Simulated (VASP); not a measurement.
TaAg2F6: single point with PBE

Crystal: TaAg2F6.

```
CELL_PARAMETERS angstrom
0.00000 4.33956 4.33956
4.33956 0.00000 4.33956
4.33956 4.33956 0.00000
ATOMIC_POSITIONS crystal
Ta 0.00000 0.00000 0.00000
Ag 0.25000 0.25000 0.25000
Ag 0.75000 0.75000 0.75000
F 0.77788 0.22212 0.22212
F 0.22212 0.77788 0.77788
F 0.22212 0.77788 0.22212
F 0.77788 0.22212 0.77788
F 0.22212 0.22212 0.77788
F 0.77788 0.77788 0.22212
```

This cell differs from its parent crystal: atoms taken out.

- Program: VASP 6.6.1
- Task: single point
- Functional: PBE
- Potentials or basis: VASP PAW PBE potentials, release 64 (Ta_pv, Ag, F)
- Cutoff: 520 eV
- k mesh: 4 × 4 × 4
- Occupations: gaussian, width 0.1 eV
- Spin: collinear spin
- Starting moments: [1.0, 1.0, 1.0, 0.0, 0.0, 0.0, 0.0, 0.0, 0.0] μB
- Dipole correction: no
- Further INCAR settings: ALGO = Normal; EDIFF = 1e-06; NBANDS = 52

```yaml
Pressure: 0.6 GPa
Largest_force: 0.150 eV/Å
Net_moment: 0.00 μB per cell
Valence_electrons_inside_the_program's_atomic_spheres: Ta 8.72; Ag 9.62; F 6.08
```

Forces on the atoms (eV/Å):
```
Ta   0.000  0.000  0.000
Ag   0.000  0.000  0.000
Ag   0.000  0.000  0.000
F    0.150  0.000  0.000
F   -0.150  0.000  0.000
F    0.000  0.150  0.000
F    0.000 -0.150  0.000
F    0.000  0.000  0.150
F    0.000  0.000 -0.150
```

Levels at points of the mesh, in eV from the Fermi level:
Spin up:
```tsv
k point	band 35	band 36	band 37	band 38	band 39	band 40	band 41	band 42
(0.00, 0.00, 0.00)	-3.87	-3.79	-3.79	-1.47	0.81	0.81	0.81	0.86
(0.50, 0.00, 0.00)	-3.74	-3.74	-3.74	-0.01	0.31	0.89	0.89	0.90
(0.50, 0.50, 0.00)	-3.72	-3.70	-3.70	0.33	0.73	0.92	0.92	1.07
```
Spin down:
```
           k point  band 34  band 35  band 36  band 37  band 38  band 39  band 40  band 41  band 42  band 43
(0.00, 0.00, 0.00)    -3.87    -3.87    -3.79    -3.79    -1.47     0.81     0.81     0.81     0.87     5.25
(0.50, 0.00, 0.00)    -3.74    -3.74    -3.74    -3.74    -0.01     0.31     0.89     0.89     0.90     4.88
(0.50, 0.50, 0.00)    -3.72    -3.72    -3.70    -3.70     0.33     0.73     0.92     0.92     1.07     2.57
```

It took 5.4 min on 1 thread of Oxide Virtual Turin-like Processor, on a shared host, peak memory 0.42 GiB.

Caveat: the cell differs from its parent crystal (atoms taken out); spin-orbit coupling is left out, which moves the levels of the heavy elements.
